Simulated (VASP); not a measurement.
AlN: single point with PBE+D4

Crystal: AlN.

```
CELL_PARAMETERS angstrom
3.15397 0.00000 0.00000
-1.57698 2.73141 0.00000
0.00000 0.00000 5.04655
ATOMIC_POSITIONS crystal
Al 0.66667 0.33333 0.50000
Al 0.33333 0.66667 0.00000
N 0.66667 0.33333 0.88000
N 0.33333 0.66667 0.38000
```

* Program: VASP 6.6.1
* Task: single point
* Functional: PBE
* Dispersion: D4
* Potentials or basis: VASP PAW PBE potentials, release 64 (Al, N)
* Cutoff: 520 eV
* k mesh: 10 × 10 × 6
* Occupations: fermi-dirac, width 0.05 eV
* Spin: no spin polarisation

```json
{"Pressure": "-8.4 GPa", "Largest force": "0.099 eV/Å", "Band gap on the k mesh": "3.88 eV, direct", "Dispersion energy per atom": "-0.295 eV"}
```

Forces on the atoms (eV/Å):
```
Al   0.000  0.000 -0.099
Al   0.000  0.000 -0.099
N    0.000  0.000  0.099
N    0.000  0.000  0.099
```

Stress tensor (GPa, compression positive):
```
-9.06  0.00  0.00
 0.00 -9.06  0.00
 0.00  0.00 -7.15
```

Levels at points of the mesh, in eV from the valence-band top:
| k point | band 6 | band 7 | band 8 | band 9 | band 10 | band 11 |
| --- | --- | --- | --- | --- | --- | --- |
| (0.00, 0.00, 0.00) | -0.17 | -0.17 | 0.00 | 3.88 | 6.33 | 10.30 |
| (0.50, 0.00, 0.00) | -2.01 | -1.71 | -0.65 | 5.69 | 5.73 | 7.86 |
| (0.00, 0.00, 0.50) | -0.50 | -0.50 | -0.50 | 6.13 | 6.13 | 10.02 |
| (0.50, 0.00, 0.50) | -1.40 | -1.31 | -1.31 | 5.19 | 5.19 | 9.05 |

Wall time 13 s on 1 thread of Intel(R) Xeon(R) 6975P-C (Granite Rapids), on a shared host, peak memory 0.17 GiB.
